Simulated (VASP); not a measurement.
Bi:

```
CELL_PARAMETERS angstrom
-1.98143 1.98143 1.98143
1.98143 -1.98143 1.98143
1.98143 1.98143 -1.98143
ATOMIC_POSITIONS crystal
Bi 0.00000 0.00000 0.00000
```

| Property | Result |
| --- | --- |
| Program | VASP 6.6.1 |
| Task | relaxation of cell and atoms |
| Functional | RPBE |
| Dispersion | D4 |
| Potentials or basis | VASP PAW PBE potentials, release 64 (Bi_d) |
| Cutoff | 600 eV |
| k mesh | 9 × 9 × 9 |
| Occupations | fermi-dirac, width 0.05 eV |
| Spin | no spin polarisation |

At the start: pressure -2.2 GPa; volume 31.12 Å³/atom.

Where does the relaxation end?

Over 25 steps the energy falls by 8.4 meV/atom and the volume is 29.92 Å³/atom (-3.9 %); space group Im-3m (No. 229, to 0.05 Å).

The path:
```tsv
step	energy change (eV)	largest force (eV/Å)	pressure (GPa)	volume (Å³)
1	0.0000	0.0000	-2.17	31.12
2	-0.0057	0.0000	1.34	29.25
3	-0.0084	0.0000	0.03	29.91
4	-0.0084	0.0000	0.03	29.94
5	-0.0062	0.0000	-1.13	30.52
6	-0.0084	0.0000	-0.06	29.96
7	-0.0084	0.0000	-0.12	29.96
8	-0.0084	0.0000	-0.09	29.96
9	-0.0084	0.0000	-0.08	29.96
10	-0.0084	0.0000	-0.08	29.96
11	-0.0084	0.0000	-0.08	29.96
12	-0.0084	0.0000	-0.09	29.95
13	-0.0084	0.0000	-0.09	29.95
14	-0.0084	0.0000	-0.11	29.95
15	-0.0084	0.0000	-0.08	29.95
16	-0.0084	0.0000	-0.08	29.95
17	-0.0084	0.0000	-0.08	29.94
18	-0.0084	0.0000	-0.06	29.92
19	-0.0084	0.0000	0.08	29.88
20	-0.0084	0.0000	0.10	29.90
21	-0.0084	0.0000	0.04	29.91
22	-0.0084	0.0000	0.06	29.91
23	-0.0084	0.0000	0.05	29.91
24	-0.0084	0.0000	0.03	29.92
25	-0.0084	0.0000	0.00	29.92
```

Final structure:
```
Bi
1.0
    -1.95565    1.95565    1.95565
     1.95565   -1.95565    1.95565
     1.95565    1.95565   -1.95565
Bi
1
Direct
  0.00000 0.00000 0.00000
```

Caveat: the PAW data sets were made with another functional, which shifts forces and pressure a little; pairwise dispersion overbinds metals, which lowers pressure and volume.
